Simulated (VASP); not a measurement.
# Ge (P6_3/mmc) in VASP: a series of runs, part 2 of 3

VASP 6.6.1. Earlier steps stand in the parts before.

### 3 Single point, PBEsol

This run uses another cell than the first one, of the same volume but with other edges.

Input file INCAR:

```
SYSTEM = Ge
PREC = Accurate ; ENCUT = 520
EDIFF = 1E-7 ; ISMEAR = 0
SIGMA = 0.01 ; LREAL = .FALSE.
LASPH = .TRUE. ; NELM = 80
ALGO = Normal ; ISIF = 2
LWAVE = .FALSE. ; LCHARG = .FALSE.
GGA = PS ; NBANDS = 36
```

Input file KPOINTS:

```
regular mesh
0
G
  12 12 6
  0 0 0
```

Input file POSCAR:

```
Ge
1.0
    3.9986409613      0.0000000000      0.0000000000
   -1.9993204807      3.4629246531      0.0000000000
    0.0000000000      0.0000000000      6.5920608961
Ge
4
Direct
    0.6666666667      0.3333333333      0.0627779679
    0.3333333333      0.6666666667      0.5627779679
    0.6666666667      0.3333333333      0.4372220321
    0.3333333333      0.6666666667      0.9372220321
```

Potentials or basis: VASP PAW PBE potentials, release 64 (Ge_d).

Command:

```sh
cat potpaw_PBE.64/Ge_d/POTCAR > POTCAR
mpirun -np 1 vasp_std > vasp.out
```

OUTCAR:

```text
SYSTEM = Ge
   PREC = Accurate
   ENCUT = 520
   EDIFF = 1E-7
   ISMEAR = 0
   LREAL = .FALSE.
   LASPH = .TRUE.
   NELM = 80
   ISIF = 2
   GGA = PS

 ion  position               nearest neighbor table
   1  0.667  0.333  0.063-   4 2.45   4 2.45   4 2.45   3 2.47
   2  0.333  0.667  0.563-   3 2.45   3 2.45   3 2.45   4 2.47
   3  0.667  0.333  0.437-   2 2.45   2 2.45   2 2.45   1 2.47
   4  0.333  0.667  0.937-   1 2.45   1 2.45   1 2.45   2 2.47

  LATTYP: Found a hexagonal cell.
 ALAT       =     3.9986409613
 C/A-ratio  =     1.6485753434

  Lattice vectors:

 A1 = (   3.9986409613,   0.0000000000,   0.0000000000)
 A2 = (  -1.9993204807,   3.4629246531,   0.0000000000)
 A3 = (   0.0000000000,   0.0000000000,   6.5920608961)

Analysis of symmetry for initial positions (statically):
=====================================================================
 Subroutine PRICEL returns:
 Original cell was already a primitive cell.

 Routine SETGRP: Setting up the symmetry group for a
 hexagonal supercell.

 Subroutine GETGRP returns: Found 24 space group operations
 (whereof 12 operations were pure point group operations)
 out of a pool of 24 trial point group operations.

The static configuration has the point symmetry D_3d.
 The point group associated with its full space group is D_6h.

Analysis of symmetry for dynamics (positions and initial velocities):
=====================================================================
 Subroutine PRICEL returns:
 Original cell was already a primitive cell.

 Routine SETGRP: Setting up the symmetry group for a
 hexagonal supercell.

 Subroutine GETGRP returns: Found 24 space group operations
 (whereof 12 operations were pure point group operations)
 out of a pool of 24 trial point group operations.

The dynamic configuration has the point symmetry D_3d.
 The point group associated with its full space group is D_6h.

 Subroutine INISYM returns: Found 24 space group operations
 (whereof 12 operations are pure point group operations),
 and found     1 'primitive' translations

----------------------------------------------------------------------------------------

                                     Primitive cell

  volume of cell :      91.2802

  direct lattice vectors                    reciprocal lattice vectors
     3.998640961  0.000000000  0.000000000     0.250084969  0.144386624  0.000000000
    -1.999320481  3.462924653  0.000000000     0.000000000  0.288773248  0.000000000
     0.000000000  0.000000000  6.592060896     0.000000000  0.000000000  0.151697628

  length of vectors
     3.998640961  3.998640961  6.592060896     0.288773248  0.288773248  0.151697628

  position of ions in fractional coordinates (direct lattice)
     0.666666667  0.333333333  0.062777968
     0.333333333  0.666666667  0.562777968
     0.666666667  0.333333333  0.437222032
     0.333333333  0.666666667  0.937222032

  ion indices of the primitive-cell ions
   primitive index   ion index
                 1           1
                 2           2
                 3           3
                 4           4

----------------------------------------------------------------------------------------

 KPOINTS: regular mesh

Automatic generation of k-mesh.
 Grid dimensions read from file:
 generate k-points for:   12   12    6

 Generating k-lattice:

  Cartesian coordinates                     Fractional coordinates (reciprocal lattice)
     0.020840414  0.012032219  0.000000000     0.083333333  0.000000000  0.000000000
     0.000000000  0.024064437  0.000000000     0.000000000  0.083333333  0.000000000
     0.000000000  0.000000000  0.025282938     0.000000000  0.000000000  0.166666667

  Length of vectors
     0.024064437  0.024064437  0.025282938

  Shift w.r.t. Gamma in fractional coordinates (k-lattice)
     0.000000000  0.000000000  0.000000000

 Subroutine IBZKPT returns following result:
 ===========================================

 Found     76 irreducible k-points:

 Following reciprocal coordinates:
            Coordinates               Weight
  0.000000  0.000000  0.000000      1.000000
  0.083333 -0.000000  0.000000      6.000000
  0.166667  0.000000  0.000000      6.000000
  0.250000  0.000000  0.000000      6.000000
  0.333333 -0.000000  0.000000      6.000000
  0.416667 -0.000000  0.000000      6.000000
[... 16 lines left out ...]
  0.250000  0.000000  0.166667     12.000000
  0.333333 -0.000000  0.166667     12.000000
 [... further k-points ...]
   k-points           NKPTS =     76   k-points in BZ     NKDIM =     76   number of bands    NBANDS=     36
   number of dos      NEDOS =    301   number of ions     NIONS =      4
   total plane-waves  NPLWV =  45000
   dimension x,y,z NGX =    30 NGY =   30 NGZ =   50
   dimension x,y,z NGXF=    60 NGYF=   60 NGZF=  100
   ions per type =               4
   NGX,Y,Z   is equivalent  to a cutoff of  12.47, 12.47, 12.61 a.u.
   NGXF,Y,Z  is equivalent  to a cutoff of  24.95, 24.95, 25.22 a.u.
 SYSTEM =  Ge
   PREC   = accura    normal or accurate (medium, high low for compatibility)
   ISTART =      0    job   : 0-new  1-cont  2-samecut
   ICHARG =      2    charge: 1-file 2-atom 10-const
   ISPIN  =      1    spin polarized calculation?
   LNONCOLLINEAR =      F non collinear calculations
   LSORBIT =      F    spin-orbit coupling
   LASPH  =      T    aspherical Exc in radial PAW
   ENCUT  =  520.0 eV  38.22 Ry    6.18 a.u.   7.43  7.43 12.26*2*pi/ulx,y,z
   NELM   =     80;   NELMIN=  2; NELMDL= -5     # of ELM steps
   EDIFF  = 0.1E-06   stopping-criterion for ELM
   LREAL  =      F    real-space projection
   EDIFFG = 0.1E-05   stopping-criterion for IOM
   NSW    =      0    number of steps for IOM
   IBRION =     -1    ionic relax: 0-MD 1-quasi-New 2-CG
   NFREE  =      0    steps in history (QN), initial steepest desc. (CG)
   ISIF   =      2    stress and relaxation
   ISYM   =      2    0-nonsym 1-usesym 2-fastsym
   POTIM  = 0.5000    time-step for ionic-motion
   TEBEG  =    0.0;   TEEND  =   0.0 temperature during run
   PSTRESS=    0.0 pullay stress
   NELECT =      56.0000    total number of electrons
   NUPDOWN=      -1.0000    fix difference up-down
   EMIN   =  10.00;   EMAX   =-10.00  energy-range for DOS
   EFERMI =   0.00;   METHOD = LEGACY
   ISMEAR =     0;   SIGMA  =   0.01  broadening in eV -4-tet -1-fermi 0-gaus
   EFERMI_NEDOS =   21; number of points for ismear=-14 and -15
   IALGO  =     38    algorithm
   IMIX   =      4    mixing-type and parameters
     AMIX     =   0.40;   BMIX     =  1.00
     AMIX_MAG =   1.60;   BMIX_MAG =  1.00
  volume/ion in A,a.u.               =      22.82       154.00
  Fermi-wavevector in a.u.,A,eV,Ry     =   1.391058  2.628719 26.327855  1.935043
  Thomas-Fermi vector in A             =   2.514934
   LORBIT       =      0    0 simple, 1 ext, 2 COOP (PROOUT), +10 PAW based schemes
   GGA     = PS    functional components
   LHFCALC =     F    Hartree Fock is set to
   AEXX    =    0.0000 exact exchange contribution
   IVDW    =     0    specifies the selected vdW correction
   LEPSILON=     F    determine dielectric tensor
   LRPA    =     F    only Hartree local field effects (RPA)
 non-spin polarized calculation
 Gauss-broadening in eV      SIGMA  =   0.01
  energy-cutoff  :      520.00
  volume of cell :       91.28
 maximum number of plane-waves:      2491
 NGX is ok and might be reduce to    30

 number of electron      56.0000051 magnetization

 Free energy of the ion-electron system (eV)
  ---------------------------------------------------
  ext. energy  EPLUGINS =         0.00000000
  ---------------------------------------------------
  free energy    TOTEN  =       -19.68420450 eV

  energy without entropy =      -19.68417476  energy(sigma->0) =      -19.68418963

 E-fermi :   4.7961     XC(G=0): -10.0855

 val. band max:        4.7897876105   @ k =   0.0833  -0.0000   0.0000
 cond. band min:       4.8045240437   @ k =   0.0000   0.0000   0.0000
 fundamental gap:      0.0147364332
 Fermi energy:         4.7961162804

 k-point     1 :       0.0000    0.0000    0.0000
  band No.  band energies     occupation
      1     -20.0072      2.00000
      2     -20.0072      2.00000
      3     -19.9696      2.00000
      4     -19.9688      2.00000
      5     -19.9688      2.00000
      6     -19.9557      2.00000
[... 28 lines left out ...]
     35       9.3728      0.00000
     36      10.7774      0.00000
[... 866 lines left out ...]
      6     -19.9298      2.00000
[... 28 lines left out ...]
     35      11.7701      0.00000
     36      12.4521      0.00000

 [... further k-points ...]
[... 5 lines left out ...]
  --------------------------------------------------------------------------------------
  -------------------------------------------------------------------------------------
  Total       -0.0672954     -0.0672954     -0.0444489      0.0000000      0.0000000      0.0000000
  in kB       -1.1811892     -1.1811892     -0.7801803      0.0000000      0.0000000      0.0000000
  external PRESSURE =      -1.0475196 kB  Pullay stress =       0.0000000 kB

 VOLUME and BASIS-vectors are now :
 -----------------------------------------------------------------------------
  energy-cutoff  :      520.00
  volume of cell :       91.28
      direct lattice vectors                 reciprocal lattice vectors
     3.998640961  0.000000000  0.000000000     0.250084969  0.144386624  0.000000000
    -1.999320481  3.462924653  0.000000000     0.000000000  0.288773248  0.000000000
     0.000000000  0.000000000  6.592060896     0.000000000  0.000000000  0.151697628

 POSITION                                       TOTAL-FORCE (eV/Angst)
 -----------------------------------------------------------------------------------
      1.99932      1.15431      0.41384        -0.000000      0.000000      0.003161
     -0.00000      2.30862      3.70987         0.000000     -0.000000      0.003161
      1.99932      1.15431      2.88219        -0.000000      0.000000     -0.003161
     -0.00000      2.30862      6.17822         0.000000     -0.000000     -0.003161
 -----------------------------------------------------------------------------------
    total drift:                               -0.000000      0.000000     -0.000000

  FREE ENERGIE OF THE ION-ELECTRON SYSTEM (eV)
  ---------------------------------------------------
  free  energy   TOTEN  =       -19.6842045008 eV

  energy  without entropy=      -19.6841747584  energy(sigma->0) =      -19.68418963
```

It took 94 s on 1 thread of Intel Xeon 6975P-C (Granite Rapids), shared host; peak memory 0.3 GiB.

What came out:

- Free energy: -19.6842 eV
- Pressure: -0.1 GPa
- Largest force: 0.003 eV/Å
- Band gap on the k mesh: zero (band 28 reaches 4.80 eV, above the bottom of band 29 at 4.77 eV)

Forces on the atoms (eV/Å):
```
Ge   0.000  0.000  0.003
Ge   0.000  0.000  0.003
Ge   0.000  0.000 -0.003
Ge   0.000  0.000 -0.003
```

Caveat: the PAW data sets were made with another functional, which shifts forces and pressure a little.

### 4 Single point, PBEsol

This run uses another cell than the first one, of the same volume but with other edges.

Input file INCAR:

```
SYSTEM = Ge
PREC = Accurate ; ENCUT = 520
EDIFF = 1E-6 ; ISMEAR = 0
SIGMA = 0.1 ; LREAL = .False.
LASPH = .True. ; NELM = 60
ALGO = Normal ; ISIF = 2
LWAVE = .False. ; LCHARG = .False.
GGA = PS ; NBANDS = 36
```

Input file KPOINTS:

```
regular mesh
0
Gamma
  12 12 6
  0 0 0
```

Input file POSCAR:

```
Ge
1.0
    3.9969678633      0.0000000000      0.0000000000
   -1.9984839317      3.4614757078      0.0000000000
    0.0000000000      0.0000000000      6.5963651367
Ge
4
Direct
    0.6666666667      0.3333333333      0.0629118566
    0.3333333333      0.6666666667      0.5629118566
    0.6666666667      0.3333333333      0.4370881434
    0.3333333333      0.6666666667      0.9370881434
```

Potentials or basis: VASP PAW PBE potentials, release 64 (Ge_d).

Command:

```sh
cat potpaw_PBE.64/Ge_d/POTCAR > POTCAR
mpirun -np 1 vasp_std > vasp.out
```

OUTCAR:

```text
SYSTEM = Ge
   PREC = Accurate
   ENCUT = 520
   EDIFF = 1E-6
   ISMEAR = 0
   LREAL = .False.
   LASPH = .True.
   NELM = 60
   ISIF = 2
   GGA = PS

 ion  position               nearest neighbor table
   1  0.667  0.333  0.063-   4 2.45   4 2.45   4 2.45   3 2.47
   2  0.333  0.667  0.563-   3 2.45   3 2.45   3 2.45   4 2.47
   3  0.667  0.333  0.437-   2 2.45   2 2.45   2 2.45   1 2.47
   4  0.333  0.667  0.937-   1 2.45   1 2.45   1 2.45   2 2.47

  LATTYP: Found a hexagonal cell.
 ALAT       =     3.9969678633
 C/A-ratio  =     1.6503423000

  Lattice vectors:

 A1 = (   3.9969678633,   0.0000000000,   0.0000000000)
 A2 = (  -1.9984839317,   3.4614757078,   0.0000000000)
 A3 = (   0.0000000000,   0.0000000000,   6.5963651367)

Analysis of symmetry for initial positions (statically):
=====================================================================
 Subroutine PRICEL returns:
 Original cell was already a primitive cell.

 Routine SETGRP: Setting up the symmetry group for a
 hexagonal supercell.

[... 167 lines left out ...]
  ext. energy  EPLUGINS =         0.00000000
  ---------------------------------------------------
  free energy    TOTEN  =       -19.68465266 eV

  energy without entropy =      -19.68404933  energy(sigma->0) =      -19.68435099

 E-fermi :   4.8599     XC(G=0): -10.0865

 val. band max:        4.8049364385   @ k =   0.0000   0.0000   0.0000
 cond. band min:       4.9592081962   @ k =   0.0000   0.0000   0.0000
 fundamental gap:      0.1542717577
 Fermi energy:         4.8598694535

 k-point     1 :       0.0000    0.0000    0.0000
  band No.  band energies     occupation
      1     -20.0053      2.00000
      2     -20.0053      2.00000
      3     -19.9672      2.00000
      4     -19.9668      2.00000
      5     -19.9668      2.00000
      6     -19.9540      2.00000
[... 925 lines left out ...]
     35      11.7834      0.00000
     36      12.4558      0.00000

 [... further k-points ...]
[... 5 lines left out ...]
  --------------------------------------------------------------------------------------
  -------------------------------------------------------------------------------------
  Total       -0.0617436     -0.0617436     -0.0812913      0.0000000      0.0000000     -0.0000000
  in kB       -1.0839424     -1.0839424     -1.4271121      0.0000000      0.0000000     -0.0000000
  external PRESSURE =      -1.1983323 kB  Pullay stress =       0.0000000 kB

 VOLUME and BASIS-vectors are now :
 -----------------------------------------------------------------------------
  energy-cutoff  :      520.00
  volume of cell :       91.26
      direct lattice vectors                 reciprocal lattice vectors
     3.996967863  0.000000000  0.000000000     0.250189652  0.144447063  0.000000000
    -1.998483932  3.461475708  0.000000000     0.000000000  0.288894126  0.000000000
     0.000000000  0.000000000  6.596365137     0.000000000  0.000000000  0.151598642

 POSITION                                       TOTAL-FORCE (eV/Angst)
 -----------------------------------------------------------------------------------
      1.99848      1.15383      0.41499        -0.000000      0.000000     -0.004822
     -0.00000      2.30765      3.71317         0.000000     -0.000000     -0.004822
      1.99848      1.15383      2.88319        -0.000000      0.000000      0.004822
     -0.00000      2.30765      6.18138         0.000000     -0.000000      0.004822
 -----------------------------------------------------------------------------------
    total drift:                               -0.000000      0.000000     -0.000000

  FREE ENERGIE OF THE ION-ELECTRON SYSTEM (eV)
  ---------------------------------------------------
  free  energy   TOTEN  =       -19.6846526611 eV

  energy  without entropy=      -19.6840493264  energy(sigma->0) =      -19.68435099
```

stdout:

```text
POSCAR found type information on POSCAR Ge
 POSCAR found :  1 types and       4 ions
 scaLAPACK will be used
 -----------------------------------------------------------------------------
|                                                                             |
|                                                                             |
|     You enforced a specific xc type in the INCAR file but a different       |
|     I HOPE YOU KNOW WHAT YOU ARE DOING!                                     |
|                                                                             |
 -----------------------------------------------------------------------------

 LDA part: xc-table for (Slater+PW92), standard interpolation
 POSCAR, INCAR and KPOINTS ok, starting setup
 FFT: planning ... GRIDC
 FFT: planning ... GRID_SOFT
 FFT: planning ... GRID
 WAVECAR not read
 entering main loop
```

Wall time 91 s (1 thread of Intel Xeon 6975P-C (Granite Rapids), shared host); peak memory 0.31 GiB.

Results:

| Property | Result |
| --- | --- |
| Free energy | -19.6847 eV |
| Pressure | -0.1 GPa |
| Largest force | 0.005 eV/Å |
| Band gap on the k mesh | zero (band 28 reaches 4.80 eV, above the bottom of band 29 at 4.79 eV) |

Forces in eV/Å, atoms in the order of the input:
```
Ge   0.000  0.000 -0.005
Ge   0.000  0.000 -0.005
Ge   0.000  0.000  0.005
Ge   0.000  0.000  0.005
```

Caveat: the PAW data sets were made with another functional, which shifts forces and pressure a little.

(Continued in part 3 of 3.)
